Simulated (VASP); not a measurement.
# Te2Mo (P6_3/mmc) in VASP: phonons with PBE+D3(BJ)

Aim: the phonons of Te2Mo with PBE+D3(BJ).

Everything below comes from runs of VASP 6.6.1. Logs are shortened: lines on timing, memory, paths and dates and some standing lists are left out, and cuts for length are marked.

### Step 1. The cell of the first run

Symmetry: P6_3/mmc, No. 194, hexagonal system. Conventional cell: a = 3.496 Å, b = 3.496 Å, c = 13.703 Å, α = 90.00°, β = 90.00°, γ = 120.00°. Te (site symmetry 3m) has 3 Mo at 2.72 Å and 10 Te at 3.50 to 3.80 Å within 3.8 Å. Mo (site symmetry -6m2) has 6 Te at 2.72 Å and 6 Mo at 3.50 Å within 3.6 Å.

### Step 2. Phonons, PBE+D3(BJ)

INCAR

```
PREC = Accurate
ENCUT = 520
EDIFF = 1E-8
ISMEAR = 0
SIGMA = 0.05
LREAL = F
LASPH = T
NELM = 80
ALGO = Normal
ISIF = 2
LWAVE = F
LCHARG = T
GGA = PE
IVDW = 12
IBRION = 6
NFREE = 2
POTIM = 0.015
NSW = 1
```

KPOINTS

```
regular mesh
0
Gamma
  9 9 2
```

POSCAR

```
Te2Mo
1.0
    3.4964857439      0.0000000000      0.0000000000
   -1.7482428719      3.0280454782      0.0000000000
    0.0000000000      0.0000000000     13.7031983276
Te Mo
4 2
Direct
    0.3333333333      0.6666666667      0.6173688251
    0.6666666667      0.3333333333      0.1173688251
    0.3333333333      0.6666666667      0.8826311749
    0.6666666667      0.3333333333      0.3826311749
    0.3333333333      0.6666666667      0.2500000000
    0.6666666667      0.3333333333      0.7500000000
```

Potentials or basis: VASP PAW PBE potentials, release 64 (Te, Mo_sv).

The run is started by

```console
$ cat potpaw_PBE.64/Te/POTCAR potpaw_PBE.64/Mo_sv/POTCAR > POTCAR
$ mpirun -np 1 vasp_std > vasp.out
```

OUTCAR:

```text
PREC = Accurate
   ENCUT = 520
   EDIFF = 1E-8
   ISMEAR = 0
   LREAL = F
   LASPH = T
   NELM = 80
   ISIF = 2
   GGA = PE
   IVDW = 12
   IBRION = 6
   NFREE = 2
   POTIM = 0.015
   NSW = 1
 IVDW          = 12

 ion  position               nearest neighbor table
   1  0.333  0.667  0.617-   6 2.72   6 2.72   6 2.72   3 3.63
   2  0.667  0.333  0.117-   5 2.72   5 2.72   5 2.72   4 3.63
   3  0.333  0.667  0.883-   6 2.72   6 2.72   6 2.72   1 3.63
   4  0.667  0.333  0.383-   5 2.72   5 2.72   5 2.72   2 3.63
   5  0.333  0.667  0.250-   2 2.72   4 2.72   2 2.72   4 2.72   2 2.72   4 2.72
   6  0.667  0.333  0.750-   1 2.72   3 2.72   1 2.72   3 2.72   1 2.72   3 2.72

  LATTYP: Found a hexagonal cell.
 ALAT       =     3.4964857439
 C/A-ratio  =     3.9191346201

  Lattice vectors:

 A1 = (   3.4964857439,   0.0000000000,   0.0000000000)
 A2 = (  -1.7482428719,   3.0280454782,   0.0000000000)
 A3 = (   0.0000000000,   0.0000000000,  13.7031983276)

Analysis of symmetry for initial positions (statically):
=====================================================================
 Subroutine PRICEL returns:
 Original cell was already a primitive cell.

 Routine SETGRP: Setting up the symmetry group for a
 hexagonal supercell.

 Subroutine GETGRP returns: Found 24 space group operations
 (whereof 12 operations were pure point group operations)
 out of a pool of 24 trial point group operations.

The static configuration has the point symmetry D_3d.
 The point group associated with its full space group is D_6h.

Analysis of symmetry for dynamics (positions and initial velocities):
=====================================================================
 Subroutine PRICEL returns:
 Original cell was already a primitive cell.

 Routine SETGRP: Setting up the symmetry group for a
 hexagonal supercell.

 Subroutine GETGRP returns: Found 24 space group operations
 (whereof 12 operations were pure point group operations)
 out of a pool of 24 trial point group operations.

The dynamic configuration has the point symmetry D_3d.
 The point group associated with its full space group is D_6h.

 Subroutine INISYM returns: Found 24 space group operations
 (whereof 12 operations are pure point group operations),
 and found     1 'primitive' translations

[... 139 lines left out ...]
   NGX = 13   NGY = 13   NGZ = 51

--------------------------------------- Ionic step        1  -------------------------------------------

 number of electron      51.9999998 magnetization

 Free energy of the ion-electron system (eV)
  ---------------------------------------------------
  ext. energy  EPLUGINS =         0.00000000
  ---------------------------------------------------
  free energy    TOTEN  =       -35.90748167 eV

  energy without entropy =      -35.90748167  energy(sigma->0) =      -35.90748167

------------------------ aborting loop because EDIFF is reached ----------------------------------------

 Edisp (eV)   -3.32313

 E8    (eV) :    -1.5312
[... 343 lines left out ...]
--------------------------------------- Ionic step        9  -------------------------------------------

 number of electron      51.9999999 magnetization

 Free energy of the ion-electron system (eV)
  ---------------------------------------------------
  ext. energy  EPLUGINS =         0.00000000
  ---------------------------------------------------
  free energy    TOTEN  =       -35.90509311 eV

  energy without entropy =      -35.90509311  energy(sigma->0) =      -35.90509311

 E-fermi :   9.0326     XC(G=0): -10.6397

 val. band max:        8.6335451915   @ k =   0.0000   0.0000   0.0000
 cond. band min:       9.2954680804   @ k =   0.2222   0.2222   0.0000
 fundamental gap:      0.6619228888
 Fermi energy:         9.0325785545

 k-point     1 :       0.0000    0.0000    0.0000
  band No.  band energies     occupation
      1     -52.2255      2.00000
      2     -52.2254      2.00000
      3     -26.4025      2.00000
      4     -26.4023      2.00000
      5     -26.2613      2.00000
      6     -26.2613      2.00000
[... 842 lines left out ...]
  FREE ENERGIE OF THE ION-ELECTRON SYSTEM (eV)
  ---------------------------------------------------
  free  energy   TOTEN  =       -39.2282310726 eV

  energy  without entropy=      -39.2282310726  energy(sigma->0) =      -39.22823107

 INTERNAL STRAIN TENSORS FROM DISPLACED ATOMS
 ============================================

 INTERNAL STRAIN TENSOR FOR ION    1 for displacements in x,y,z  (eV/Angst):
          X           Y           Z          XY          YZ          ZX
  --------------------------------------------------------------------------------
  x    -0.00000     0.00000     0.00000    -3.62986     0.00000    10.55641
  y    -3.62986     3.62986     0.00000     0.00000    10.55642     0.00000
  z     8.88451     8.88451    22.54833     0.00000    -0.00000     0.00000

 INTERNAL STRAIN TENSOR FOR ION    6 for displacements in x,y,z  (eV/Angst):
          X           Y           Z          XY          YZ          ZX
  --------------------------------------------------------------------------------
  x     0.00000    -0.00000     0.00000     6.88902     0.00000     0.00000
  y     6.88902    -6.88902     0.00000    -0.00000     0.00000     0.00000
  z    -0.00000     0.00000    -0.00000     0.00000     0.00000     0.00000

 Eigenvectors and eigenvalues of the dynamical matrix
 ----------------------------------------------------

   1 f  =    8.705616 THz    54.698999 2PiTHz  290.388094 cm-1    36.003519 meV
             X         Y         Z           dx          dy          dz
     -0.000000  2.018697  8.459927     0.000000   -0.000000   -0.262671
      1.748243  1.009348  1.608328     0.000000   -0.000000    0.262671
     -0.000000  2.018697 12.094870     0.000000   -0.000000   -0.262671
      1.748243  1.009348  5.243271     0.000000   -0.000000    0.262671
     -0.000000  2.018697  3.425800     0.000000   -0.000000   -0.601671
      1.748243  1.009348 10.277399    -0.000000    0.000000    0.601671
[... 145 lines left out ...]
  18 f/i=    0.000356 THz     0.002235 2PiTHz    0.011867 cm-1     0.001471 meV
             X         Y         Z           dx          dy          dz
     -0.000000  2.018697  8.459927    -0.000000   -0.000000   -0.426245
      1.748243  1.009348  1.608328    -0.000000   -0.000000   -0.426245
     -0.000000  2.018697 12.094870    -0.000000   -0.000000   -0.426245
      1.748243  1.009348  5.243271    -0.000000   -0.000000   -0.426245
     -0.000000  2.018697  3.425800    -0.000000   -0.000000   -0.369636
      1.748243  1.009348 10.277399    -0.000000   -0.000000   -0.369636

 ELASTIC MODULI CONTR FROM IONIC RELAXATION (kBar)
 Direction    XX          YY          ZZ          XY          YZ          ZX
 --------------------------------------------------------------------------------
 XX        -317.4822   -156.4102   -601.3549     -0.0000     -0.0000     -0.0000
 YY        -156.4102   -317.4822   -601.3549     -0.0000      0.0000     -0.0000
 ZZ        -601.3549   -601.3549  -1526.2020     -0.0000     -0.0000     -0.0000
 XY          -0.0000     -0.0000     -0.0000    -80.5360      0.0000      0.0000
 YZ          -0.0000      0.0000     -0.0000      0.0000   -740.6440     -0.0000
 ZX          -0.0000     -0.0000     -0.0000      0.0000     -0.0000   -740.6427
 --------------------------------------------------------------------------------
```

Run time: 49 min. Hardware: 1 thread of AMD EPYC 7R13, shared host; peak memory 0.65 GiB.

Results:

| Property | Result |
| --- | --- |
| Highest phonon frequency at Γ, LO-TO splitting left out | 290 cm⁻¹ |
| Dispersion energy per atom | -0.554 eV |

Phonon frequencies in cm⁻¹ (negative: imaginary):
```tsv
q point	frequencies
(0.000, 0.000, 0.000)	0 0 0 31 31 45 116 116 119 119 170 177 234 234 234 234 284 290
```

Caveat: spin-orbit coupling is left out, which moves the levels of the heavy elements.
